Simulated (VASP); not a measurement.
Input of a VASP 6.6.1 run:

The input INCAR:

```
  PREC = Accurate
  ENCUT = 520
  EDIFF = 1E-6
  ISMEAR = -1
  SIGMA = 0.05
  LREAL = False
  LASPH = True
  NELM = 150
  ALGO = Normal
  ISIF = 2
  LWAVE = False
  LCHARG = False
  ISPIN = 2
  MAGMOM = 0 0 0
  LORBIT = 11
  NUPDOWN = 0.0
  LMAXMIX = 4
  GGA = PE
  NBANDS = 20
```

File KPOINTS:

```
Automatic mesh
0
Gamma
  11 11 11
```

File POSCAR:

```
CoSi2
1.0
    0.0000000000      2.6780000000      2.6780000000
    2.6780000000      0.0000000000      2.6780000000
    2.6780000000      2.6780000000      0.0000000000
Co Si
1 2
Direct
    0.0000000000      0.0000000000      0.0000000000
    0.2500000000      0.2500000000      0.2500000000
    0.7500000000      0.7500000000      0.7500000000
```

Potentials or basis: VASP PAW PBE potentials, release 64 (Co, Si).

Launch:

```sh
$ cat potpaw_PBE.64/Co/POTCAR potpaw_PBE.64/Si/POTCAR > POTCAR
$ mpirun -np 1 vasp_std > vasp.out
```

(1) Predict the pressure.

Answers

(1) 0.4 GPa.

Caveat: the total moment is fixed, so each spin has its own Fermi level.
